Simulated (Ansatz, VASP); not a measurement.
## SnO2 in VASP and in Ansatz

Contents of INCAR:

```
PREC = Accurate
ENCUT = 520
EDIFF = 1E-6
ISMEAR = 0
SIGMA = 0.05
LREAL = F
LASPH = T
NELM = 100
ALGO = Normal
ISIF = 2
LWAVE = F
LCHARG = F
GGA = PS
NBANDS = 20
```

KPOINTS

```
regular mesh
0
Gamma
  12 12 12
```

File POSCAR:

```
SnO2
1.0
    1.6334330255      0.9430629970      4.4873826809
   -1.6334330255      0.9430629970      4.4873826809
    0.0000000000     -1.8861259940      4.4873826809
Sn O
1 2
Direct
    0.5000000000      0.5000000000      0.5000000000
    0.2477865012      0.2477865012      0.2477865012
    0.7522134988      0.7522134988      0.7522134988
```

Input for Ansatz:

```yaml
crystal:
  lattice:
    - [1.6334330255, 0.943062997, 4.4873826809]
    - [-1.6334330255, 0.943062997, 4.4873826809]
    - [0.0, -1.886125994, 4.4873826809]
  atoms:
    - { symbol: Sn, position: [0.5, 0.5, 0.5] }
    - { symbol: O, position: [0.2477865012, 0.2477865012, 0.2477865012] }
    - { symbol: O, position: [0.7522134988, 0.7522134988, 0.7522134988] }
basis:
  ecutwfc: 520.0
kpoints:
  mp_grid: { grid: [12, 12, 12] }
hamiltonian:
  xc: pbesol
  pseudopotentials: { kind: paw, azcp: { folder: soft_1 } }
scf:
  occupations: { method: gaussian, width: 0.05 }
output:
  forces: true
  stress: true
  eigenvalues: true
```

Alike in both runs: task single point; functional PBEsol; k mesh 12 × 12 × 12; occupations gaussian, width 0.05 eV; no spin polarisation.

|  | VASP | Ansatz |
| --- | --- | --- |
| version | VASP 6.6.1 | Ansatz 0.2.0 |
| potentials or method | VASP PAW PBE potentials, release 64 (Sn_d, O), cutoff 520 eV | scalar-relativistic, plane waves, PAW |
| valence electrons in the cell | 26 | 26 |

|  | VASP | Ansatz | Ansatz less VASP |
| --- | --- | --- | --- |
| gap on the k mesh at the Fermi level (eV) | 1.10 | 1.13 | +0.022 |
| least direct gap on the mesh (eV) | 1.10 | 1.13 | +0.022 |
| pressure (GPa) | -12.6 | -13.1 | -0.52 |
| traceless stress, the component that is largest in VASP (GPa) | 0.12 | 0.44 | +0.325 |
| rms of the force components (eV/Å) | 0.712 | 0.736 | +0.0245 |

VASP's potentials were made for PBE, not for PBEsol, and Ansatz warns of the same on its side. Atom by atom the forces differ by 0.024 eV/Å (rms over components). The functional is the same, so the differences come from potentials, cutoffs and numerics.
